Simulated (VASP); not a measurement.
Set up this calculation in VASP 6.6.1, as the native input.

| Quantity | Value |
| --- | --- |
| Task | single point |
| Functional | PBE |
| Potentials or basis | VASP PAW PBE potentials, release 64 (Sn_d, O) |
| Cutoff | 520 eV |
| k mesh | 3 × 3 × 3 |
| Occupations | gaussian, width 0.02 eV |
| Spin | no spin polarisation |
| Dipole correction | no |
| Further INCAR settings | ALGO = Normal; EDIFF = 1e-06; NBANDS = 67 |

The structure of Sn4O9 (a cell with a defect) lies in POSCAR:

```
Sn4O9
1.0
   -4.8265176369      0.0000000000      3.2381666580
    4.8265176369      0.0000000000      3.2381666580
    0.0000000000      4.8283676022     -3.2381666580
Sn O
4 9
Direct
    0.2555347668      0.7533939234      0.5018930205
    0.7441809692      0.2464660160      0.4976062715
   -0.0000277806     -0.0099090249     -0.0100597146
    0.4998114651      0.4989485241     -0.0013522168
   -0.1352038311      0.2775564963      0.1903749001
    0.4999315386      0.8051841266      0.3050318703
    0.9463839708      0.7526645916      0.1926470966
    0.4344390797      0.2429420067      0.1836334913
    0.5654592643      0.7497449267      0.8084699264
    0.0532709292      0.2465274488      0.8061892384
    0.9999136798      0.6839423906      0.6837515848
    0.4997534470      0.1928276029      0.6925257717
    0.1355278711      0.3253614258      0.4125709068
```

These files were run (other wordings do the same):

INCAR

```
SYSTEM = Sn4O9
PREC = Accurate
ENCUT = 520
EDIFF = 1E-6
ISMEAR = 0
SIGMA = 0.02
LREAL = .FALSE.
LASPH = .TRUE.
NELM = 60
ALGO = Normal
ISIF = 2
LWAVE = .FALSE.
LCHARG = .TRUE.
GGA = PE
LELF = .TRUE.
LVHAR = .TRUE.
NBANDS = 67
```

KPOINTS

```
regular mesh
0
G
  3 3 3
  0 0 0
```

Potentials or basis: VASP PAW PBE potentials, release 64 (Sn_d, O).

Launch:

```bash
$ cat potpaw_PBE.64/Sn_d/POTCAR potpaw_PBE.64/O/POTCAR > POTCAR
$ mpirun -np 1 vasp_std > vasp.out
```

Results of the run:

```yaml
Pressure: 7.3 GPa
Largest_force: 0.635 eV/Å
Band_gap_on_the_k_mesh: 0.34 eV
```

Caveat: the k points lie up to 0.45 Å⁻¹ apart; spin-orbit coupling is left out, which moves the levels of the heavy elements.

It took 2.1 min on 1 thread of AMD EPYC 9R45 96-Core Processor (Zen 5), with other jobs on the host, peak memory 0.32 GiB.
